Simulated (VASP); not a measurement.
# LiF (P6_3/mmc) in VASP: a series of runs, part 2 of 2

VASP 6.6.1. The steps go on from the part before.

### 5 Single point, HSE06

Input file POSCAR:

```
LiF
1.0
    2.7757075659      0.0000000000      0.0000000000
   -1.3878537829      2.4038332655      0.0000000000
    0.0000000000      0.0000000000      4.7826938440
Li F
2 2
Direct
    0.0000000000      0.0000000000      0.0000000000
    0.0000000000      0.0000000000      0.5000000000
    0.3333333333      0.6666666667      0.2500000000
    0.6666666667      0.3333333333      0.7500000000
```

Input file INCAR.step1:

```
PREC = Accurate
ENCUT = 520
EDIFF = 1E-5
ISMEAR = 0
SIGMA = 0.01
LREAL = False
LASPH = True
NELM = 80
ALGO = Normal
ISIF = 2
LWAVE = True
LCHARG = False
NBANDS = 18
GGA = PE
```

Input file INCAR.step2:

```
PREC = Accurate
ENCUT = 520
EDIFF = 1E-7
ISMEAR = 0
SIGMA = 0.01
LREAL = False
LASPH = True
NELM = 80
ALGO = Normal
ISIF = 2
LWAVE = False
LCHARG = False
GGA = PE
LHFCALC = True
HFSCREEN = 0.2079
PRECFOCK = Normal
NBANDS = 18
ISTART = 1
```

Input file KPOINTS:

```
Automatic mesh
0
Gamma
  6 6 2
```

Potentials or basis: VASP PAW PBE potentials, release 64 (Li_sv, F).

Launch:

```console
$ cat potpaw_PBE.64/Li_sv/POTCAR potpaw_PBE.64/F/POTCAR > POTCAR
$ cp INCAR.step1 INCAR
$ mpirun -np 1 vasp_std > vasp.out
$ cp INCAR.step2 INCAR
$ mpirun -np 1 vasp_std > vasp.out
```

OUTCAR:

```text
PREC = Accurate
   ENCUT = 520
   EDIFF = 1E-7
   ISMEAR = 0
   LREAL = False
   LASPH = True
   NELM = 80
   ISIF = 2
   GGA = PE
   LHFCALC = True
   HFSCREEN = 0.2079
   PRECFOCK = Normal
   ISTART = 1

 ion  position               nearest neighbor table
   1  0.000  0.000  0.000-   3 2.00   4 2.00   3 2.00   4 2.00   4 2.00   3 2.00   2 2.39   2 2.39

   2  0.000  0.000  0.500-   3 2.00   4 2.00   3 2.00   4 2.00   4 2.00   3 2.00   1 2.39   1 2.39

   3  0.333  0.667  0.250-   1 2.00   2 2.00   1 2.00   2 2.00   1 2.00   2 2.00
   4  0.667  0.333  0.750-   1 2.00   2 2.00   1 2.00   2 2.00   1 2.00   2 2.00

  LATTYP: Found a hexagonal cell.
 ALAT       =     2.7757075659
 C/A-ratio  =     1.7230539351

  Lattice vectors:

 A1 = (   2.7757075659,   0.0000000000,   0.0000000000)
 A2 = (  -1.3878537829,   2.4038332655,   0.0000000000)
 A3 = (   0.0000000000,   0.0000000000,   4.7826938440)

Analysis of symmetry for initial positions (statically):
=====================================================================
 Subroutine PRICEL returns:
 Original cell was already a primitive cell.

 Routine SETGRP: Setting up the symmetry group for a
 hexagonal supercell.

 Subroutine GETGRP returns: Found 24 space group operations
 (whereof 12 operations were pure point group operations)
 out of a pool of 24 trial point group operations.

The static configuration has the point symmetry D_3d.
 The point group associated with its full space group is D_6h.

Analysis of symmetry for dynamics (positions and initial velocities):
=====================================================================
 Subroutine PRICEL returns:
 Original cell was already a primitive cell.

 Routine SETGRP: Setting up the symmetry group for a
 hexagonal supercell.

[... 123 lines left out ...]
   GGA     = PE    functional components
   LHFCALC =     T    Hartree Fock is set to
   PRECFOCK=normal    Normal, Fast or Accurate (Low or Medium for compatibility)
   ENCUT4O =  -1.0   cutoff for four orbital integrals eV
   NKREDX  =     1    reduce k-point grid by
   NKREDY  =     1    reduce k-point grid by
   NKREDZ  =     1    reduce k-point grid by
   AEXX    =    0.2500 exact exchange contribution
   HFSCREEN=    0.2079 screening length (either q_TF or 0.3 A-1)
   HFSCREENC=   0.2079 screening length for correlation (either q_TF or 0.3 A-1)
   ENCUTFOCK=  -1.0 apply spherical cutoff to Coloumb kernel
   IVDW    =     0    specifies the selected vdW correction
   LEPSILON=     F    determine dielectric tensor
   LRPA    =     F    only Hartree local field effects (RPA)
 non-spin polarized calculation
 Gauss-broadening in eV      SIGMA  =   0.01
  energy-cutoff  :      520.00
  volume of cell :       31.91
 maximum number of plane-waves:       872
 NGX is ok and might be reduce to    24
  NGX = 16; NGY = 16; NGZ = 28

 number of electron      19.9999983 magnetization

 Free energy of the ion-electron system (eV)
  ---------------------------------------------------
  ext. energy  EPLUGINS =         0.00000000
  ---------------------------------------------------
  free energy    TOTEN  =       -22.59632323 eV

  energy without entropy =      -22.59632323  energy(sigma->0) =      -22.59632323

 E-fermi :  -2.3502     XC(G=0):  -8.2529

 val. band max:       -2.4846146669   @ k =   0.0000   0.0000   0.0000
 cond. band min:       9.0437037068   @ k =   0.0000   0.0000   0.0000
 fundamental gap:     11.5283183737
 Fermi energy:        -2.3502319271

 k-point     1 :       0.0000    0.0000    0.0000
  band No.  band energies     occupation
      1     -45.6646      2.00000
      2     -45.5671      2.00000
      3     -24.2274      2.00000
      4     -23.8523      2.00000
      5      -5.3344      2.00000
      6      -2.7901      2.00000
[... 271 lines left out ...]
      5      -5.1700      2.00000
      6      -5.1700      2.00000
[... 10 lines left out ...]
     17      22.2507      0.00000
     18      22.2507      0.00000

------------------------ aborting loop because EDIFF is reached ----------------------------------------

  FORCE on cell =-STRESS in cart. coord.  units (eV):
  Direction    XX          YY          ZZ          XY          YZ          ZX
  --------------------------------------------------------------------------------------
  -------------------------------------------------------------------------------------
  Total        0.2227001      0.2227001      0.1938868      0.0000000      0.0000000      0.0000000
  in kB       11.1809921     11.1809921      9.7343796      0.0000000      0.0000000      0.0000000
  external PRESSURE =      10.6987879 kB  Pullay stress =       0.0000000 kB

 VOLUME and BASIS-vectors are now :
 -----------------------------------------------------------------------------
  energy-cutoff  :      520.00
  volume of cell :       31.91
      direct lattice vectors                 reciprocal lattice vectors
     2.775707566  0.000000000  0.000000000     0.360268500  0.208001115  0.000000000
    -1.387853783  2.403833265  0.000000000     0.000000000  0.416002230  0.000000000
     0.000000000  0.000000000  4.782693844     0.000000000  0.000000000  0.209087187

 POSITION                                       TOTAL-FORCE (eV/Angst)
 -----------------------------------------------------------------------------------
      0.00000      0.00000      0.00000        -0.000000      0.000000      0.000000
      0.00000      0.00000      2.39135        -0.000000      0.000000      0.000000
     -0.00000      1.60256      1.19567         0.000000      0.000000      0.000000
      1.38785      0.80128      3.58702         0.000000     -0.000000     -0.000000
 -----------------------------------------------------------------------------------
    total drift:                               -0.000000     -0.000000     -0.000003

  FREE ENERGIE OF THE ION-ELECTRON SYSTEM (eV)
  ---------------------------------------------------
  free  energy   TOTEN  =       -22.5963232339 eV

  energy  without entropy=      -22.5963232339  energy(sigma->0) =      -22.59632323
```

OUTCAR.step1:

```text
PREC = Accurate
   ENCUT = 520
   EDIFF = 1E-5
   ISMEAR = 0
   LREAL = False
[... 515 lines left out ...]
      0.00000      0.00000      0.00000        -0.000000      0.000000     -0.000000
      0.00000      0.00000      2.39135        -0.000000      0.000000     -0.000000
     -0.00000      1.60256      1.19567         0.000000     -0.000000      0.000000
      1.38785      0.80128      3.58702         0.000000      0.000000      0.000000
 -----------------------------------------------------------------------------------
    total drift:                               -0.000000      0.000000     -0.000000

  FREE ENERGIE OF THE ION-ELECTRON SYSTEM (eV)
  ---------------------------------------------------
  free  energy   TOTEN  =       -19.0834766123 eV

  energy  without entropy=      -19.0834766123  energy(sigma->0) =      -19.08347661
```

OSZICAR.step1:

```text
N       E                     dE             d eps       ncg     rms          rms(c)
DAV:   1     0.112097999919E+03    0.11210E+03   -0.10671E+04   512   0.118E+03
DAV:   2    -0.122065727296E+02   -0.12430E+03   -0.12167E+03   614   0.294E+02
DAV:   3    -0.198987311151E+02   -0.76922E+01   -0.76171E+01   838   0.587E+01
DAV:   4    -0.200999144543E+02   -0.20118E+00   -0.20100E+00   604   0.878E+00
DAV:   5    -0.201012084569E+02   -0.12940E-02   -0.12937E-02   614   0.668E-01    0.641E+00
DAV:   6    -0.190570887912E+02    0.10441E+01   -0.26693E+00   526   0.130E+01    0.192E+00
DAV:   7    -0.190692778242E+02   -0.12189E-01   -0.67723E-02   656   0.199E+00    0.126E+00
DAV:   8    -0.190836006580E+02   -0.14323E-01   -0.32203E-02   668   0.182E+00    0.225E-01
DAV:   9    -0.190832328537E+02    0.36780E-03   -0.31502E-03   586   0.514E-01    0.731E-02
DAV:  10    -0.190835101452E+02   -0.27729E-03   -0.60099E-04   560   0.195E-01    0.643E-02
DAV:  11    -0.190834763471E+02    0.33798E-04   -0.90388E-05   674   0.870E-02    0.723E-03
DAV:  12    -0.190834766123E+02   -0.26522E-06   -0.19229E-06   342   0.146E-02
   1 F= -.19083477E+02 E0= -.19083477E+02  d E =-.264369E-11
```

It took 4.3 min on 1 thread of Intel Xeon 6975P-C (Granite Rapids), shared host; peak memory 0.24 GiB.

Results:

* Free energy: -22.5963 eV
* Band gap on the k mesh: 11.53 eV

Caveat: the k points lie up to 0.66 Å⁻¹ apart; the cutoff is under 1.25 times the usual one of these potentials, so pressure, stress and relaxed cells hold a basis-set (Pulay) error; the PAW data sets were made with another functional, which shifts forces and pressure a little.

### 6 Overview

```csv
level,k mesh,grid for exact exchange (PRECFOCK),share of exact exchange,screening parameter,gap on the mesh (eV)
PBE,9 × 9 × 4,-,-,-,9.22
HSE06,6 × 6 × 2,Normal,0.25,0.2079 1/Å,11.53
PBE-based screened hybrid with 35 % exact exchange,6 × 6 × 2,Normal,0.35,0.5 1/Å,11.34
```

Alike in all rows: task single point; potentials or basis VASP PAW PBE potentials, release 64 (Li_sv, F); no spin polarisation; cell as given; cutoff (eV) 520; smearing gaussian 0.01 eV.

Caveats: some runs use coarse meshes; the cutoff is under 1.25 times the usual one of these potentials, so pressure, stress and relaxed cells hold a basis-set (Pulay) error; the PAW data sets were made with another functional, which shifts forces and pressure a little (at least some runs); an odd mesh through Γ misses points on the zone boundary, where band edges can lie (at least some runs).

Total energies depend on the potentials used, so only differences within one code and one set of settings carry meaning.
